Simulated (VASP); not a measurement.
## MgO (MgO (Fm-3m)): single point with PBE

The system is MgO (MgO (Fm-3m)).

```
Mg O
1.0
    -4.25438    4.25438    4.25438
     4.25438   -4.25438    4.25438
     4.25438    4.25438   -4.25438
Mg O
16 16
Direct
  0.00000 0.00000 0.00000
  0.00000 0.25000 0.75000
  0.00000 0.50000 0.50000
  0.00000 0.75000 0.25000
  0.25000 0.00000 0.75000
  0.25000 0.25000 0.50000
  0.25000 0.50000 0.25000
  0.25000 0.75000 0.00000
  0.50000 0.00000 0.50000
  0.50000 0.25000 0.25000
  0.50000 0.50000 0.00000
  0.50000 0.75000 0.75000
  0.75000 0.00000 0.25000
  0.75000 0.25000 0.00000
  0.75000 0.50000 0.75000
  0.75000 0.75000 0.50000
  0.00000 0.00000 0.50000
  0.00000 0.25000 0.25000
  0.00000 0.50000 0.00000
  0.00000 0.75000 0.75000
  0.25000 0.00000 0.25000
  0.25000 0.25000 0.00000
  0.25000 0.50000 0.75000
  0.25000 0.75000 0.50000
  0.50000 0.00000 0.00000
  0.50000 0.25000 0.75000
  0.50000 0.50000 0.50000
  0.50000 0.75000 0.25000
  0.75000 0.00000 0.75000
  0.75000 0.25000 0.50000
  0.75000 0.50000 0.25000
  0.75000 0.75000 0.00000
```

```json
{
 "Program": "VASP 6.6.1",
 "Task": "single point",
 "Functional": "PBE",
 "Potentials or basis": "VASP PAW PBE potentials, release 64 (Mg, O)",
 "Cutoff": "600 eV",
 "k mesh": "1 × 1 × 1",
 "Occupations": "fermi-dirac, width 0.01 eV",
 "Spin": "no spin polarisation"
}
```

```
Pressure               : -1.4 GPa
Band gap on the k mesh : 4.42 eV
```

Levels at points of the mesh, in eV from the valence-band top:
| k point | band 61 | band 62 | band 63 | band 64 | band 65 | band 66 | band 67 | band 68 |
| --- | --- | --- | --- | --- | --- | --- | --- | --- |
| (0.00, 0.00, 0.00) | -0.62 | 0.00 | 0.00 | 0.00 | 4.42 | 9.06 | 9.06 | 9.06 |

Run time: 70 s on 1 thread of Intel(R) Xeon(R) Platinum 8488C (Sapphire Rapids), on a shared host, peak memory 0.45 GiB.

Caveat: the k points lie up to 1.04 Å⁻¹ apart. A k mesh can miss the band edges.
